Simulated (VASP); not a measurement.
Set up this calculation in VASP 6.6.1, as the native input.

```yaml
Task: single point
Functional: PBE
Dispersion: D3(BJ)
Potentials_or_basis: VASP PAW PBE potentials, release 64 (Zn, O)
Cutoff: 520 eV
k_mesh: 12 × 12 × 6
Occupations: gaussian, width 0.05 eV
Spin: no spin polarisation
Dipole_correction: no
Further_INCAR_settings: ALGO = Normal; EDIFF = 1e-06; NBANDS = 26
```

The structure of ZnO lies in POSCAR:

```
ZnO
1.0
    3.2662751495      0.0000000000      0.0000000000
   -1.6331375747      2.8286772553      0.0000000000
    0.0000000000      0.0000000000      5.7061847181
Zn O
2 2
Direct
    0.0000000000      0.0000000000      0.7500000000
    0.0000000000      0.0000000000      0.2500000000
    0.3333333333      0.6666666667      0.2500000000
    0.6666666667      0.3333333333      0.7500000000
```

This cell differs from its parent crystal: strain -0.0750 x Voigt [0, 0, 1, 0, 0, 0].

The input as run:

INCAR

```
ALGO = Normal
EDIFF = 1E-6
ENCUT = 520
GGA = PE
ISIF = 2
ISMEAR = 0
IVDW = 12
LASPH = True
LCHARG = False
LREAL = False
LWAVE = False
NBANDS = 26
NELM = 60
PREC = Accurate
SIGMA = 0.05
```

KPOINTS

```
k-points
0
Gamma
  12 12 6
```

Potentials or basis: VASP PAW PBE potentials, release 64 (Zn, O).

Run with:

```sh
$ cat potpaw_PBE.64/Zn/POTCAR potpaw_PBE.64/O/POTCAR > POTCAR
$ mpirun -np 1 vasp_std > vasp.out
```

Results of the run:

```json
{
 "Pressure": "2.3 GPa",
 "Band gap on the k mesh": "0.68 eV",
 "Dispersion energy per atom": "-0.204 eV"
}
```

Caveat: the cell differs from its parent crystal (strain -0.0750 x Voigt [0, 0, 1, 0, 0, 0]).

Wall time 42 s on 1 thread of Intel(R) Xeon(R) 6975P-C (Granite Rapids) (shared host), peak memory 0.22 GiB.
